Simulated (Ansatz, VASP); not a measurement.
Given: the input of a run of Ansatz 0.2.0 on PbS.

File input.yaml:

```yaml
crystal:
  lattice:
    - [2.1126617058, 1.2197458045, 3.4519162518]
    - [-2.1126617058, 1.2197458045, 3.4519162518]
    - [0.0, -2.4394916091, 3.4519162518]
  atoms:
    - { symbol: Pb, position: [0.98056578, 0.98056578, 0.98056578] }
    - { symbol: S, position: [0.47503555, 0.47503555, 0.47503555] }
hamiltonian:
  xc: lda
  pseudopotentials: { kind: paw }
kpoints:
  mp_grid: { grid: [8, 8, 8] }
scf:
  occupations: { method: fermi_dirac, width: 0.05 }
output:
  forces: true
  stress: true
  eigenvalues: true
```

Potentials or basis: Ansatz PAW.

Launch:

```bash
$ ansatz run input.yaml --threads 2 --pin off --max-ram 5632MiB --backend cpu --events-out ev --progress --plain --runs-dir out
```

**Question.** Translate it to VASP 6.6.1. Potentials there: VASP PAW LDA potentials, release 64 (Pb_d, S).

**Answer.** As run (the cutoff follows the program's own potentials):

File INCAR:

```
SYSTEM = PbS
  PREC = Accurate
  ENCUT = 520
  EDIFF = 1E-7
  ISMEAR = -1
  SIGMA = 0.05
  LREAL = .False.
  LASPH = .True.
  NELM = 80
  ALGO = Normal
  ISIF = 2
  LWAVE = .False.
  LCHARG = .False.
  NBANDS = 17
```

File KPOINTS:

```
regular mesh
0
Gamma
  8 8 8
  0 0 0
```

Contents of POSCAR:

```
PbS
1.0
    2.1126617058      1.2197458045      3.4519162518
   -2.1126617058      1.2197458045      3.4519162518
    0.0000000000     -2.4394916091      3.4519162518
Pb S
1 1
Direct
    0.9805657800      0.9805657800      0.9805657800
    0.4750355500      0.4750355500      0.4750355500
```

Potentials or basis: VASP PAW LDA potentials, release 64 (Pb_d, S).

The run is started by

```sh
$ cat potpaw_LDA.64/Pb_d/POTCAR potpaw_LDA.64/S/POTCAR > POTCAR
$ mpirun -np 1 vasp_std > vasp.out
```

Both were run:

|  | VASP | Ansatz | Ansatz less VASP |
| --- | --- | --- | --- |
| gap on the k mesh at the Fermi level (eV) | 0.31 | 0.33 | +0.022 |
| least direct gap on the mesh (eV) | 0.31 | 0.33 | +0.022 |
| pressure (GPa) | -3.7 | -3.7 | -0.04 |

LDA's correlation is that of Perdew and Zunger in VASP and of Perdew and Wang (1992) in Ansatz.

Neither program's run includes spin-orbit coupling.
